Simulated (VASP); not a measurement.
# Pt (P6_3/mmc) in VASP: further runs, part 2 of 2

VASP 6.6.1. Earlier steps stand in the parts before.

## (4) Single point, PBEsol

This run uses another cell than the first one, of 16.76 Å³/atom, 1.060 times its volume.

Input file INCAR:

```
ALGO = Normal
EDIFF = 1E-6
ENCUT = 520
GGA = PS
ISIF = 2
ISMEAR = 1
LASPH = T
LCHARG = F
LREAL = F
LWAVE = F
NBANDS = 17
NELM = 80
PREC = Accurate
SIGMA = 0.15
```

Input file KPOINTS:

```
k-points
0
Gamma
  12 12 6
```

Input file POSCAR:

```
Pt
1.0
    2.8148145305      0.0000000000      0.0000000000
   -1.4074021672      2.4377005320      0.0000000000
    0.0000000000      0.0000000000      4.8861171947
Pt
2
Direct
    0.6666666667      0.3333333333      0.7500000000
    0.3333333333      0.6666666667      0.2500000000
```

Potentials or basis: VASP PAW PBE potentials, release 64 (Pt).

Command:

```bash
$ cat potpaw_PBE.64/Pt/POTCAR > POTCAR
$ mpirun -np 1 vasp_std > vasp.out
```

OUTCAR:

```text
EDIFF = 1E-6
   ENCUT = 520
   GGA = PS
   ISIF = 2
   ISMEAR = 1
   LASPH = T
   LREAL = F
   NELM = 80
   PREC = Accurate

 ion  position               nearest neighbor table
   1  0.667  0.333  0.750-   2 2.93   2 2.93   2 2.93   2 2.93   2 2.93   2 2.93
   2  0.333  0.667  0.250-   1 2.93   1 2.93   1 2.93   1 2.93   1 2.93   1 2.93

  LATTYP: Found a hexagonal cell.
 ALAT       =     2.8148145305
 C/A-ratio  =     1.7358575998

  Lattice vectors:

 A1 = (   2.8148145305,   0.0000000000,   0.0000000000)
 A2 = (  -1.4074021672,   2.4377005320,   0.0000000000)
 A3 = (   0.0000000000,   0.0000000000,   4.8861171947)

Analysis of symmetry for initial positions (statically):
=====================================================================
 Subroutine PRICEL returns:
 Original cell was already a primitive cell.

 Routine SETGRP: Setting up the symmetry group for a
 hexagonal supercell.

 Subroutine GETGRP returns: Found 24 space group operations
 (whereof 12 operations were pure point group operations)
 out of a pool of 24 trial point group operations.

The static configuration has the point symmetry D_3d.
 The point group associated with its full space group is D_6h.

Analysis of symmetry for dynamics (positions and initial velocities):
=====================================================================
 Subroutine PRICEL returns:
 Original cell was already a primitive cell.

 Routine SETGRP: Setting up the symmetry group for a
 hexagonal supercell.

 Subroutine GETGRP returns: Found 24 space group operations
 (whereof 12 operations were pure point group operations)
 out of a pool of 24 trial point group operations.

The dynamic configuration has the point symmetry D_3d.
 The point group associated with its full space group is D_6h.

 Subroutine INISYM returns: Found 24 space group operations
 (whereof 12 operations are pure point group operations),
 and found     1 'primitive' translations

----------------------------------------------------------------------------------------

                                     Primitive cell

  volume of cell :      33.5269

  direct lattice vectors                    reciprocal lattice vectors
     2.814814531  0.000000000  0.000000000     0.355263194  0.205110588  0.000000000
    -1.407402167  2.437700532  0.000000000     0.000000000  0.410222661  0.000000000
     0.000000000  0.000000000  4.886117195     0.000000000  0.000000000  0.204661485

  length of vectors
     2.814814531  2.814811671  4.886117195     0.410222245  0.410222661  0.204661485

  position of ions in fractional coordinates (direct lattice)
     0.666666667  0.333333333  0.750000000
     0.333333333  0.666666667  0.250000000

  ion indices of the primitive-cell ions
   primitive index   ion index
                 1           1
                 2           2

----------------------------------------------------------------------------------------

 KPOINTS: k-points

Automatic generation of k-mesh.
 Grid dimensions read from file:
 generate k-points for:   12   12    6

 Generating k-lattice:

  Cartesian coordinates                     Fractional coordinates (reciprocal lattice)
     0.029605266  0.017092549  0.000000000     0.083333333  0.000000000  0.000000000
     0.000000000  0.034185222  0.000000000     0.000000000  0.083333333  0.000000000
     0.000000000  0.000000000  0.034110247     0.000000000  0.000000000  0.166666667

  Length of vectors
     0.034185187  0.034185222  0.034110247

  Shift w.r.t. Gamma in fractional coordinates (k-lattice)
     0.000000000  0.000000000  0.000000000

 Subroutine IBZKPT returns following result:
 ===========================================

 Found     76 irreducible k-points:

 Following reciprocal coordinates:
            Coordinates               Weight
  0.000000  0.000000  0.000000      1.000000
  0.083333  0.000000  0.000000      6.000000
  0.166667  0.000000  0.000000      6.000000
  0.250000  0.000000  0.000000      6.000000
  0.333333  0.000000  0.000000      6.000000
  0.416667  0.000000  0.000000      6.000000
[... 16 lines left out ...]
  0.250000  0.000000  0.166667     12.000000
  0.333333  0.000000  0.166667     12.000000
 [... further k-points ...]
   k-points           NKPTS =     76   k-points in BZ     NKDIM =     76   number of bands    NBANDS=     17
   number of dos      NEDOS =    301   number of ions     NIONS =      2
   total plane-waves  NPLWV =  20736
   dimension x,y,z NGX =    24 NGY =   24 NGZ =   36
   dimension x,y,z NGXF=    48 NGYF=   48 NGZF=   72
   ions per type =               2
   NGX,Y,Z   is equivalent  to a cutoff of  14.17, 14.17, 12.25 a.u.
   NGXF,Y,Z  is equivalent  to a cutoff of  28.35, 28.35, 24.50 a.u.
 SYSTEM =  unknown system
   PREC   = accura    normal or accurate (medium, high low for compatibility)
   ISTART =      0    job   : 0-new  1-cont  2-samecut
   ICHARG =      2    charge: 1-file 2-atom 10-const
   ISPIN  =      1    spin polarized calculation?
   LNONCOLLINEAR =      F non collinear calculations
   LSORBIT =      F    spin-orbit coupling
   LASPH  =      T    aspherical Exc in radial PAW
   ENCUT  =  520.0 eV  38.22 Ry    6.18 a.u.   5.23  5.23  9.08*2*pi/ulx,y,z
   NELM   =     80;   NELMIN=  2; NELMDL= -5     # of ELM steps
   EDIFF  = 0.1E-05   stopping-criterion for ELM
   LREAL  =      F    real-space projection
   EDIFFG = 0.1E-04   stopping-criterion for IOM
   NSW    =      0    number of steps for IOM
   IBRION =     -1    ionic relax: 0-MD 1-quasi-New 2-CG
   NFREE  =      0    steps in history (QN), initial steepest desc. (CG)
   ISIF   =      2    stress and relaxation
   ISYM   =      2    0-nonsym 1-usesym 2-fastsym
   POTIM  = 0.5000    time-step for ionic-motion
   TEBEG  =    0.0;   TEEND  =   0.0 temperature during run
   PSTRESS=    0.0 pullay stress
   NELECT =      20.0000    total number of electrons
   NUPDOWN=      -1.0000    fix difference up-down
   EMIN   =  10.00;   EMAX   =-10.00  energy-range for DOS
   EFERMI =   0.00;   METHOD = LEGACY
   ISMEAR =     1;   SIGMA  =   0.15  broadening in eV -4-tet -1-fermi 0-gaus
   EFERMI_NEDOS =   21; number of points for ismear=-14 and -15
   IALGO  =     38    algorithm
   IMIX   =      4    mixing-type and parameters
     AMIX     =   0.40;   BMIX     =  1.00
     AMIX_MAG =   1.60;   BMIX_MAG =  1.00
  volume/ion in A,a.u.               =      16.76       113.13
  Fermi-wavevector in a.u.,A,eV,Ry     =   1.378119  2.604268 25.840360  1.899213
  Thomas-Fermi vector in A             =   2.503210
   LORBIT       =      0    0 simple, 1 ext, 2 COOP (PROOUT), +10 PAW based schemes
   GGA     = PS    functional components
   LHFCALC =     F    Hartree Fock is set to
   AEXX    =    0.0000 exact exchange contribution
   IVDW    =     0    specifies the selected vdW correction
   LEPSILON=     F    determine dielectric tensor
   LRPA    =     F    only Hartree local field effects (RPA)
 non-spin polarized calculation
 Methfessel and Paxton  Order N= 1 SIGMA  =   0.15
  energy-cutoff  :      520.00
  volume of cell :       33.53
 maximum number of plane-waves:       920
 NGX is ok and might be reduce to    24
   NGX = 11   NGY = 11   NGZ = 19

 number of electron      20.0000007 magnetization

 Free energy of the ion-electron system (eV)
  ---------------------------------------------------
  ext. energy  EPLUGINS =         0.00000000
  ---------------------------------------------------
  free energy    TOTEN  =       -13.54151180 eV

  energy without entropy =      -13.53568016  energy(sigma->0) =      -13.53956792

 E-fermi :   9.1324     XC(G=0): -13.0042

 val. band max:        9.1282234972   @ k =   0.2500   0.0000   0.0000
 cond. band min:       9.1380293493   @ k =   0.4167   0.0000   0.1667
 fundamental gap:      0.0098058521
 Fermi energy:         9.1323690333

 k-point     1 :       0.0000    0.0000    0.0000
  band No.  band energies     occupation
      1       0.0139      2.00000
      2       2.6200      2.00000
      3       5.5677      2.00000
      4       6.0390      2.00000
      5       6.0390      2.00000
      6       6.3674      2.00000
[... 9 lines left out ...]
     16      26.3865      0.00000
     17      29.5204      0.00000
[... 441 lines left out ...]
 k-point    24 :       0.3333    0.0000    0.1667
  band No.  band energies     occupation
      1       2.8133      2.00000
      2       3.7073      2.00000
      3       4.6076      2.00000
      4       5.2547      2.00000
      5       6.1919      2.00000
      6       6.7042      2.00000
[... 9 lines left out ...]
     16      23.1654      0.00000
     17      24.6157      0.00000

 [... further k-points ...]
[... 5 lines left out ...]
  --------------------------------------------------------------------------------------
  -------------------------------------------------------------------------------------
  Total       -4.7699475     -4.7699461     -4.3625510     -0.0000100      0.0000000      0.0000000
  in kB     -227.9450511   -227.9449841   -208.4764881     -0.0004767      0.0000000      0.0000000
  external PRESSURE =    -221.4555078 kB  Pullay stress =       0.0000000 kB

 VOLUME and BASIS-vectors are now :
 -----------------------------------------------------------------------------
  energy-cutoff  :      520.00
  volume of cell :       33.53
      direct lattice vectors                 reciprocal lattice vectors
     2.814814531  0.000000000  0.000000000     0.355263194  0.205110588  0.000000000
    -1.407402167  2.437700532  0.000000000     0.000000000  0.410222661  0.000000000
     0.000000000  0.000000000  4.886117195     0.000000000  0.000000000  0.204661485

 POSITION                                       TOTAL-FORCE (eV/Angst)
 -----------------------------------------------------------------------------------
      1.40741      0.81257      3.66459        -0.000000     -0.000000      0.000000
      0.00000      1.62513      1.22153         0.000000      0.000000      0.000000
 -----------------------------------------------------------------------------------
    total drift:                               -0.000000      0.000000     -0.000000

  FREE ENERGIE OF THE ION-ELECTRON SYSTEM (eV)
  ---------------------------------------------------
  free  energy   TOTEN  =       -13.5415118021 eV

  energy  without entropy=      -13.5356801551  energy(sigma->0) =      -13.53956792
```

OSZICAR:

```text
N       E                     dE             d eps       ncg     rms          rms(c)
DAV:   1     0.964538400474E+02    0.96454E+02   -0.10346E+04  2592   0.112E+03
DAV:   2    -0.126298970921E+02   -0.10908E+03   -0.10368E+03  2814   0.238E+02
DAV:   3    -0.144712923925E+02   -0.18414E+01   -0.18112E+01  3185   0.301E+01
DAV:   4    -0.144806737934E+02   -0.93814E-02   -0.93798E-02  3069   0.226E+00
DAV:   5    -0.144807713810E+02   -0.97588E-04   -0.97585E-04  3183   0.242E-01    0.140E+01
DAV:   6    -0.136086617008E+02    0.87211E+00   -0.15161E+00  2671   0.107E+01    0.710E+00
DAV:   7    -0.135481584922E+02    0.60503E-01   -0.15766E-01  3141   0.338E+00    0.305E+00
DAV:   8    -0.135419350794E+02    0.62234E-02   -0.14598E-02  2766   0.959E-01    0.787E-01
DAV:   9    -0.135415012174E+02    0.43386E-03   -0.42742E-04  2895   0.175E-01    0.365E-02
DAV:  10    -0.135415108832E+02   -0.96658E-05   -0.63596E-06  3203   0.162E-02    0.101E-02
DAV:  11    -0.135415119591E+02   -0.10759E-05   -0.36979E-07  1564   0.484E-03    0.545E-03
DAV:  12    -0.135415118021E+02    0.15698E-06   -0.58684E-08  1352   0.205E-03
   1 F= -.13541512E+02 E0= -.13539568E+02  d E =-.583165E-02
```

Wall time 17 s (1 thread of AMD EPYC 9R45 (Zen 5), shared host); peak memory 0.15 GiB.

What came out:

- Free energy: -13.5415 eV
- Pressure: -22.1 GPa
- Band gap on the k mesh: zero (band 10 reaches 9.58 eV, above the bottom of band 11 at 8.44 eV)

Stress tensor (GPa, compression positive):
```
-22.79   0.00   0.00
  0.00 -22.79   0.00
  0.00   0.00 -20.85
```

Levels at points of the mesh, in eV from the Fermi level:
| k point | band 8 | band 9 | band 10 | band 11 | band 12 | band 13 |
| --- | --- | --- | --- | --- | --- | --- |
| (0.00, 0.00, 0.00) | -1.60 | -1.60 | -0.50 | -0.17 | -0.17 | 4.29 |
| (0.50, 0.00, 0.00) | 0.02 | 0.27 | 0.45 | 2.15 | 3.52 | 6.95 |
| (0.00, 0.00, 0.50) | -3.09 | -0.70 | -0.70 | -0.70 | -0.70 | 11.46 |
| (0.50, 0.00, 0.50) | -0.72 | 0.37 | 0.37 | 1.71 | 1.71 | 6.00 |

Caveat: the PAW data sets were made with another functional, which shifts forces and pressure a little; spin-orbit coupling is left out, which moves the levels of the heavy elements.

## (5) The runs side by side

```csv
cell,gap on the mesh (eV),pressure (GPa)
"a = 2.761, b = 2.761, c = 4.792 Å, angles 90.0, 90.0, 120.0°, 2 atoms",none,-11.3
"a = 2.788, b = 2.788, c = 4.840 Å, angles 90.0, 90.0, 120.0°, 2 atoms",none,-17.3
"a = 2.815, b = 2.815, c = 4.886 Å, angles 90.0, 90.0, 120.0°, 2 atoms",none,-22.1
```

Alike in all rows: task single point; level PBEsol; potentials or basis VASP PAW PBE potentials, release 64 (Pt); no spin polarisation; k mesh 12 × 12 × 6; cutoff (eV) 520; smearing methfessel-paxton 0.15 eV.

Caveats: the PAW data sets were made with another functional, which shifts forces and pressure a little; spin-orbit coupling is left out, which moves the levels of the heavy elements.

Total energies depend on the potentials used, so only differences within one code and one set of settings carry meaning.
